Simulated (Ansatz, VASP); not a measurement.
Two plane-wave programs on KI

```
CELL_PARAMETERS angstrom
0.00000 3.50200 3.41093
3.50200 0.00000 3.41093
3.50200 3.50200 0.00000
ATOMIC_POSITIONS crystal
K 0.94207 0.94207 0.05793
I 0.51785 0.51785 0.48215
```

Change from the starting cell: mode 6 frozen in at -0.395 Å, equal normal strain along x and y +0.0267.

Alike in both runs: task single point; functional LDA; k mesh 6 × 6 × 6; occupations gaussian, width 0.05 eV; no spin polarisation.

|  | VASP | Ansatz |
| --- | --- | --- |
| version | VASP 6.6.1 | Ansatz 0.2.0 |
| potentials or method | VASP PAW LDA potentials, release 64 (K_sv, I), cutoff 520 eV | scalar-relativistic, plane waves, PAW |
| valence electrons in the cell | 16 | 26 |

|  | VASP | Ansatz | Ansatz less VASP |
| --- | --- | --- | --- |
| gap on the k mesh at the Fermi level (eV) | 3.73 | 3.73 | -0.007 |
| least direct gap on the mesh (eV) | 3.73 | 3.73 | -0.007 |
| pressure (GPa) | 1.2 | 1.1 | -0.07 |
| traceless stress, the component that is largest in VASP (GPa) | 4.68 | 4.61 | -0.073 |
| rms of the force components (eV/Å) | 0.812 | 0.798 | -0.0139 |

LDA's correlation is that of Perdew and Zunger in VASP and of Perdew and Wang (1992) in Ansatz. Atom by atom the forces differ by 0.014 eV/Å (rms over components). VASP's potentials hold 16 valence electrons a cell and Ansatz's 26, so a difference there can come from the potentials and not from the codes.

Neither program's run includes spin-orbit coupling.
